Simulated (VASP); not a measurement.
# PbS (Fm-3m) in VASP: settings compared

The runs below take PbS through single point, with revPBE, BLYP.

Program: VASP 6.6.1. These are calculated values, not measurements. Logs are shortened: lines on timing, memory, paths and dates and some standing lists are left out, and cuts for length are marked.

## Step 1: The cell of the first run

It takes space group Fm-3m (No. 225, cubic). Conventional cell: a = 6.142 Å, b = 6.142 Å, c = 6.142 Å, α = 90.00°, β = 90.00°, γ = 90.00°. Within 4.0 Å of Pb (site symmetry m-3m) lie 6 S at 3.07 Å. S (site symmetry m-3m) has 6 Pb at 3.07 Å within 4.0 Å.

## Step 2: Single point, revPBE (volume scaled by 1.04)

Input file INCAR:

```
PREC = Accurate
ENCUT = 520
EDIFF = 1E-6
ISMEAR = 0
SIGMA = 0.05
LREAL = False
LASPH = True
NELM = 80
ALGO = Normal
ISIF = 2
LWAVE = False
LCHARG = False
GGA = RE
NBANDS = 17
```

Input file KPOINTS:

```
Automatic mesh
0
Gamma
  8 8 8
```

Input file POSCAR:

```
PbS
1.0
    0.0000000000      3.0711729351      3.0711729351
    3.0711729351      0.0000000000      3.0711729351
    3.0711729351      3.0711729351      0.0000000000
Pb S
1 1
Direct
    0.5000000000      0.5000000000      0.5000000000
    0.0000000000      0.0000000000      0.0000000000
```

Potentials or basis: VASP PAW PBE potentials, release 64 (Pb_d, S).

Started as:

```
$ cat potpaw_PBE.64/Pb_d/POTCAR potpaw_PBE.64/S/POTCAR > POTCAR
$ mpirun -np 1 vasp_std > vasp.out
```

OUTCAR:

```text
PREC = Accurate
   ENCUT = 520
   EDIFF = 1E-6
   ISMEAR = 0
   LREAL = False
   LASPH = True
   NELM = 80
   ISIF = 2
   GGA = RE

 ion  position               nearest neighbor table
   1  0.500  0.500  0.500-   2 3.07   2 3.07   2 3.07   2 3.07   2 3.07   2 3.07
   2  0.000  0.000  0.000-   1 3.07   1 3.07   1 3.07   1 3.07   1 3.07   1 3.07

  LATTYP: Found a face centered cubic cell.
 ALAT       =     6.1423458702

  Lattice vectors:

 A1 = (   0.0000000000,   3.0711729351,   3.0711729351)
 A2 = (   3.0711729351,   0.0000000000,   3.0711729351)
 A3 = (   3.0711729351,   3.0711729351,   0.0000000000)

Analysis of symmetry for initial positions (statically):
=====================================================================
 Subroutine PRICEL returns:
 Original cell was already a primitive cell.

 Routine SETGRP: Setting up the symmetry group for a
 face centered cubic supercell.

 Subroutine GETGRP returns: Found 48 space group operations
 (whereof 48 operations were pure point group operations)
 out of a pool of 48 trial point group operations.

The static configuration has the point symmetry O_h .

Analysis of symmetry for dynamics (positions and initial velocities):
=====================================================================
 Subroutine PRICEL returns:
 Original cell was already a primitive cell.

 Routine SETGRP: Setting up the symmetry group for a
 face centered cubic supercell.

 Subroutine GETGRP returns: Found 48 space group operations
 (whereof 48 operations were pure point group operations)
 out of a pool of 48 trial point group operations.

The dynamic configuration has the point symmetry O_h .

 Subroutine INISYM returns: Found 48 space group operations
 (whereof 48 operations are pure point group operations),
 and found     1 'primitive' translations

----------------------------------------------------------------------------------------

                                     Primitive cell

  volume of cell :      57.9352

  direct lattice vectors                    reciprocal lattice vectors
     0.000000000  3.071172935  3.071172935    -0.162804248  0.162804248  0.162804248
     3.071172935  0.000000000  3.071172935     0.162804248 -0.162804248  0.162804248
     3.071172935  3.071172935  0.000000000     0.162804248  0.162804248 -0.162804248

  length of vectors
     4.343294417  4.343294417  4.343294417     0.281985229  0.281985229  0.281985229

  position of ions in fractional coordinates (direct lattice)
     0.500000000  0.500000000  0.500000000
     0.000000000  0.000000000  0.000000000

  ion indices of the primitive-cell ions
   primitive index   ion index
                 1           1
                 2           2

----------------------------------------------------------------------------------------

 KPOINTS: Automatic mesh

Automatic generation of k-mesh.
 Grid dimensions read from file:
 generate k-points for:    8    8    8

 Generating k-lattice:

  Cartesian coordinates                     Fractional coordinates (reciprocal lattice)
    -0.020350531  0.020350531  0.020350531     0.125000000  0.000000000  0.000000000
     0.020350531 -0.020350531  0.020350531     0.000000000  0.125000000  0.000000000
     0.020350531  0.020350531 -0.020350531     0.000000000  0.000000000  0.125000000

  Length of vectors
     0.035248154  0.035248154  0.035248154

  Shift w.r.t. Gamma in fractional coordinates (k-lattice)
     0.000000000  0.000000000  0.000000000

 Subroutine IBZKPT returns following result:
 ===========================================

 Found     29 irreducible k-points:

 Following reciprocal coordinates:
            Coordinates               Weight
  0.000000  0.000000  0.000000      1.000000
  0.125000  0.000000  0.000000      8.000000
  0.250000  0.000000  0.000000      8.000000
  0.375000  0.000000  0.000000      8.000000
  0.500000  0.000000  0.000000      4.000000
  0.125000  0.125000  0.000000      6.000000
[... 16 lines left out ...]
  0.500000  0.250000  0.125000     48.000000
 -0.375000  0.250000  0.125000     24.000000
 [... further k-points ...]
   k-points           NKPTS =     29   k-points in BZ     NKDIM =     29   number of bands    NBANDS=     17
   number of dos      NEDOS =    301   number of ions     NIONS =      2
   total plane-waves  NPLWV =  32768
   dimension x,y,z NGX =    32 NGY =   32 NGZ =   32
   dimension x,y,z NGXF=    64 NGYF=   64 NGZF=   64
   ions per type =               1   1
   NGX,Y,Z   is equivalent  to a cutoff of  12.25, 12.25, 12.25 a.u.
   NGXF,Y,Z  is equivalent  to a cutoff of  24.50, 24.50, 24.50 a.u.
 SYSTEM =  unknown system
   PREC   = accura    normal or accurate (medium, high low for compatibility)
   ISTART =      0    job   : 0-new  1-cont  2-samecut
   ICHARG =      2    charge: 1-file 2-atom 10-const
   ISPIN  =      1    spin polarized calculation?
   LNONCOLLINEAR =      F non collinear calculations
   LSORBIT =      F    spin-orbit coupling
[... 92 lines left out ...]
     17      16.0643      0.00000

 k-point     4 :       0.3750    0.0000    0.0000
  band No.  band energies     occupation
      1     -12.1428      2.00000
      2     -12.1428      2.00000
      3     -12.1391      2.00000
      4     -12.1109      2.00000
      5     -12.1109      2.00000
      6      -7.3018      2.00000
[... 9 lines left out ...]
     16      13.9311      0.00000
     17      16.0517      0.00000

 k-point     5 :       0.5000    0.0000    0.0000
  band No.  band energies     occupation
      1     -12.1450      2.00000
      2     -12.1450      2.00000
      3     -12.1386      2.00000
      4     -12.1070      2.00000
      5     -12.1070      2.00000
      6      -7.1057      2.00000
[... 9 lines left out ...]
     16      14.8821      0.00000
     17      15.0001      0.00000

 k-point     6 :       0.1250    0.1250    0.0000
  band No.  band energies     occupation
      1     -12.1448      2.00000
      2     -12.1369      2.00000
      3     -12.1369      2.00000
      4     -12.1278      2.00000
      5     -12.1183      2.00000
      6      -7.9487      2.00000
[... 9 lines left out ...]
     16      12.5798      0.00000
     17      13.7381      0.00000

 k-point     7 :       0.2500    0.1250    0.0000
  band No.  band energies     occupation
      1     -12.1450      2.00000
      2     -12.1379      2.00000
      3     -12.1328      2.00000
      4     -12.1287      2.00000
      5     -12.1150      2.00000
      6      -7.7077      2.00000
[... 9 lines left out ...]
     16      13.3894      0.00000
     17      14.9178      0.00000

 k-point     8 :       0.3750    0.1250    0.0000
  band No.  band energies     occupation
      1     -12.1482      2.00000
      2     -12.1393      2.00000
      3     -12.1351      2.00000
      4     -12.1212      2.00000
      5     -12.1087      2.00000
      6      -7.3464      2.00000
[... 9 lines left out ...]
     16      14.4429      0.00000
     17      16.0028      0.00000
[... 203 lines left out ...]
      1     -12.1954      2.00000
      2     -12.1536      2.00000
      3     -12.1097      2.00000
      4     -12.1074      2.00000
      5     -12.1039      2.00000
      6      -6.8750      2.00000
[... 9 lines left out ...]
     16      16.2132      0.00000
     17      16.2379      0.00000

 k-point    20 :      -0.3750    0.3750    0.0000
  band No.  band energies     occupation
      1     -12.1840      2.00000
      2     -12.1432      2.00000
      3     -12.1153      2.00000
      4     -12.1138      2.00000
      5     -12.1084      2.00000
      6      -6.8229      2.00000
[... 9 lines left out ...]
     16      15.2887      0.00000
     17      16.8804      0.00000

 k-point    21 :       0.5000    0.5000    0.0000
  band No.  band energies     occupation
      1     -12.2062      2.00000
      2     -12.1581      2.00000
      3     -12.1040      2.00000
      4     -12.1031      2.00000
      5     -12.1031      2.00000
      6      -6.8289      2.00000
[... 9 lines left out ...]
     16      16.3097      0.00000
     17      16.9038      0.00000

 k-point    22 :       0.3750    0.2500    0.1250
  band No.  band energies     occupation
      1     -12.1483      2.00000
      2     -12.1443      2.00000
      3     -12.1294      2.00000
      4     -12.1237      2.00000
      5     -12.1117      2.00000
      6      -7.4349      2.00000
[... 9 lines left out ...]
     16      14.3731      0.00000
     17      14.7443      0.00000

 k-point    23 :       0.5000    0.2500    0.1250
  band No.  band energies     occupation
      1     -12.1572      2.00000
      2     -12.1388      2.00000
      3     -12.1304      2.00000
      4     -12.1188      2.00000
      5     -12.1098      2.00000
      6      -7.1098      2.00000
[... 9 lines left out ...]
     16      14.8495      0.00000
     17      15.7431      0.00000

 k-point    24 :      -0.3750    0.2500    0.1250
  band No.  band energies     occupation
      1     -12.1605      2.00000
      2     -12.1368      2.00000
      3     -12.1270      2.00000
      4     -12.1218      2.00000
      5     -12.1079      2.00000
      6      -6.9521      2.00000
[... 9 lines left out ...]
     16      15.5538      0.00000
     17      15.6931      0.00000

 [... further k-points ...]
[... 5 lines left out ...]
  --------------------------------------------------------------------------------------
  -------------------------------------------------------------------------------------
  Total       -0.6694465     -0.6694465     -0.6694465     -0.0000000      0.0000000      0.0000000
  in kB      -18.5132922    -18.5132922    -18.5132922     -0.0000000      0.0000000      0.0000000
  external PRESSURE =     -18.5132922 kB  Pullay stress =       0.0000000 kB

 VOLUME and BASIS-vectors are now :
 -----------------------------------------------------------------------------
  energy-cutoff  :      520.00
  volume of cell :       57.94
      direct lattice vectors                 reciprocal lattice vectors
     0.000000000  3.071172935  3.071172935    -0.162804248  0.162804248  0.162804248
     3.071172935  0.000000000  3.071172935     0.162804248 -0.162804248  0.162804248
     3.071172935  3.071172935  0.000000000     0.162804248  0.162804248 -0.162804248

 POSITION                                       TOTAL-FORCE (eV/Angst)
 -----------------------------------------------------------------------------------
      3.07117      3.07117      3.07117         0.000000     -0.000000     -0.000000
      0.00000      0.00000      0.00000        -0.000000      0.000000      0.000000
 -----------------------------------------------------------------------------------
    total drift:                                0.000000     -0.000000      0.000000

  FREE ENERGIE OF THE ION-ELECTRON SYSTEM (eV)
  ---------------------------------------------------
  free  energy   TOTEN  =        -8.1718405337 eV

  energy  without entropy=       -8.1718405337  energy(sigma->0) =       -8.17184053
```

Wall time 12 s (1 thread of Intel Xeon 6975P-C (Granite Rapids), shared host); peak memory 0.18 GiB.

Results:

| Item | Value |
| --- | --- |
| Free energy | -8.1718 eV |
| Pressure | -1.9 GPa |
| Band gap on the k mesh | 0.77 eV, direct |

Levels at points of the mesh, in eV from the valence-band top:
```tsv
k point	band 8	band 9	band 10	band 11	band 12	band 13
(0.00, 0.00, 0.00)	-1.60	-1.60	-1.60	5.03	5.03	5.03
(0.50, 0.00, 0.00)	-1.28	-1.28	0.00	0.77	2.28	2.28
(0.50, 0.50, 0.00)	-4.23	-2.70	-2.70	4.47	5.36	5.41
```

Caveat: the PAW data sets were made with another functional, which shifts forces and pressure a little; spin-orbit coupling is left out, which moves the levels of the heavy elements.

## Step 3: Single point, BLYP

Input file INCAR:

```
  PREC = Accurate
  ENCUT = 520
  EDIFF = 1E-6
  ISMEAR = 0
  SIGMA = 0.05
  LREAL = False
  LASPH = True
  NELM = 100
  ALGO = Normal
  ISIF = 2
  LWAVE = False
  LCHARG = False
  GGA = B5
  ALDAX = 1.0
  AGGAX = 1.0
  AGGAC = 1.0
  ALDAC = 0.0
  NBANDS = 17
```

KPOINTS is that of step 2.

Input file POSCAR:

```
PbS
1.0
    0.0000000000      3.0696496882      3.0696496882
    3.0696496882      0.0000000000      3.0696496882
    3.0696496882      3.0696496882      0.0000000000
Pb S
1 1
Direct
    0.5000000000      0.5000000000      0.5000000000
    0.0000000000      0.0000000000      0.0000000000
```

Potentials or basis: VASP PAW PBE potentials, release 64 (Pb_d, S).

Started as:

```
$ cat potpaw_PBE.64/Pb_d/POTCAR potpaw_PBE.64/S/POTCAR > POTCAR
$ mpirun -np 1 vasp_std > vasp.out
```

It took 18 s on 1 thread of Intel Xeon 6975P-C (Granite Rapids), shared host; peak memory 0.18 GiB.

It converged, with:

```
Free energy            : -7.7607 eV
Pressure               : 0.0 GPa
Band gap on the k mesh : 0.77 eV, direct
```

Levels at points of the mesh, in eV from the valence-band top:
| k point | band 8 | band 9 | band 10 | band 11 | band 12 | band 13 |
| --- | --- | --- | --- | --- | --- | --- |
| (0.00, 0.00, 0.00) | -1.58 | -1.58 | -1.58 | 4.88 | 4.88 | 4.88 |
| (0.50, 0.00, 0.00) | -1.24 | -1.24 | 0.00 | 0.77 | 2.21 | 2.21 |
| (0.50, 0.50, 0.00) | -4.18 | -2.68 | -2.68 | 4.66 | 5.29 | 5.29 |

Caveat: the PAW data sets were made with another functional, which shifts forces and pressure a little; spin-orbit coupling is left out, which moves the levels of the heavy elements.

## Step 4: Single point, BLYP (volume scaled by 1.02)

Input file INCAR:

```
PREC     = Accurate       # precision mode
ENCUT    = 520            # plane-wave cutoff, eV
EDIFF    = 1E-7           # SCF threshold, eV
ISMEAR   = 0              # smearing method
SIGMA    = 0.05           # smearing width, eV
LREAL    = F              # projectors in reciprocal space
LASPH    = T              # aspherical terms in the spheres
NELM     = 80             # most SCF steps
ALGO     = Normal         # electronic algorithm
ISIF     = 2              # what is computed and relaxed
LWAVE    = F              # write WAVECAR
LCHARG   = F              # write CHGCAR
GGA      = B5             # functional
ALDAX    = 1.0          
AGGAX    = 1.0          
AGGAC    = 1.0          
ALDAC    = 0.0          
NBANDS   = 17             # bands
```

Input file KPOINTS:

```
regular mesh
0
Gamma
  8 8 8
```

Input file POSCAR:

```
PbS
1.0
    0.0000000000      3.0899790865      3.0899790865
    3.0899790865      0.0000000000      3.0899790865
    3.0899790865      3.0899790865      0.0000000000
Pb S
1 1
Direct
    0.5000000000      0.5000000000      0.5000000000
    0.0000000000      0.0000000000      0.0000000000
```

Started as:

```
$ cat potpaw_PBE.64/Pb_d/POTCAR potpaw_PBE.64/S/POTCAR > POTCAR
$ mpirun -np 1 vasp_std > vasp.out
```

Wall time 27 s (1 thread of Intel Xeon 6975P-C (Granite Rapids), shared host); peak memory 0.2 GiB.

The run converged. Its results:

| Quantity | Value |
| --- | --- |
| Free energy | -7.7578 eV |
| Pressure | -0.9 GPa |
| Band gap on the k mesh | 0.81 eV, direct |

Levels at points of the mesh, in eV from the valence-band top:
```csv
k point,band 7,band 8,band 9,band 10,band 11,band 12,band 13,band 14
"(0.00, 0.00, 0.00)",-6.24,-1.49,-1.49,-1.49,4.83,4.83,4.83,7.29
"(0.50, 0.00, 0.00)",-8.19,-1.16,-1.16,0.00,0.81,2.25,2.25,8.90
"(0.50, 0.50, 0.00)",-7.07,-4.03,-2.56,-2.56,4.74,5.23,5.23,5.24
```

Caveat: the PAW data sets were made with another functional, which shifts forces and pressure a little; spin-orbit coupling is left out, which moves the levels of the heavy elements.

## Step 5: Single point, BLYP (volume scaled by 1.04)

Input file INCAR:

```
AGGAC    = 1.0          
AGGAX    = 1.0          
ALDAC    = 0.0          
ALDAX    = 1.0          
ALGO     = Normal         # electronic algorithm
EDIFF    = 1E-6           # SCF threshold, eV
ENCUT    = 520            # plane-wave cutoff, eV
GGA      = B5             # functional
ISIF     = 2              # what is computed and relaxed
ISMEAR   = 0              # smearing method
LASPH    = T              # aspherical terms in the spheres
LCHARG   = F              # write CHGCAR
LREAL    = F              # projectors in reciprocal space
LWAVE    = F              # write WAVECAR
NBANDS   = 17             # bands
NELM     = 80             # most SCF steps
PREC     = Accurate       # precision mode
SIGMA    = 0.05           # smearing width, eV
```

Input file KPOINTS:

```
k-points
0
Gamma
  8 8 8
```

Input file POSCAR:

```
PbS
1.0
    0.0000000000      3.1100444480      3.1100444480
    3.1100444480      0.0000000000      3.1100444480
    3.1100444480      3.1100444480      0.0000000000
Pb S
1 1
Direct
    0.5000000000      0.5000000000      0.5000000000
    0.0000000000      0.0000000000      0.0000000000
```

Started as:

```
$ cat potpaw_PBE.64/Pb_d/POTCAR potpaw_PBE.64/S/POTCAR > POTCAR
$ mpirun -np 1 vasp_std > vasp.out
```

Wall time 22 s (1 thread of Intel Xeon 6975P-C (Granite Rapids), shared host); peak memory 0.21 GiB.

Results (log left out):

- Free energy: -7.7489 eV
- Pressure: -1.7 GPa
- Band gap on the k mesh: 0.85 eV, direct

Levels at points of the mesh, in eV from the valence-band top:
```csv
k point,band 7,band 8,band 9,band 10,band 11,band 12,band 13,band 14
"(0.00, 0.00, 0.00)",-6.27,-1.40,-1.40,-1.40,4.77,4.77,4.77,7.33
"(0.50, 0.00, 0.00)",-8.10,-1.09,-1.09,0.00,0.85,2.27,2.27,8.88
"(0.50, 0.50, 0.00)",-7.05,-3.88,-2.45,-2.45,4.82,5.16,5.16,5.17
```

Caveat: the PAW data sets were made with another functional, which shifts forces and pressure a little; spin-orbit coupling is left out, which moves the levels of the heavy elements. A k mesh can miss the band edges.

## Step 6: Summary

| level | cell | gap on the mesh (eV) | pressure (GPa) |
| --- | --- | --- | --- |
| revPBE | a = 4.343 Å, angles 60.0°, 2 atoms | 0.77 | -1.9 |
| BLYP | a = 4.341 Å, angles 60.0°, 2 atoms | 0.77 | 0.0 |
| BLYP | a = 4.370 Å, angles 60.0°, 2 atoms | 0.81 | -0.9 |
| BLYP | a = 4.398 Å, angles 60.0°, 2 atoms | 0.85 | -1.7 |

Alike in all rows: task single point; potentials or basis VASP PAW PBE potentials, release 64 (Pb_d, S); no spin polarisation; k mesh 8 × 8 × 8; cutoff (eV) 520; smearing gaussian 0.05 eV.

Caveats: the PAW data sets were made with another functional, which shifts forces and pressure a little; spin-orbit coupling is left out, which moves the levels of the heavy elements.

Total energies depend on the potentials used, so only differences within one code and one set of settings carry meaning.
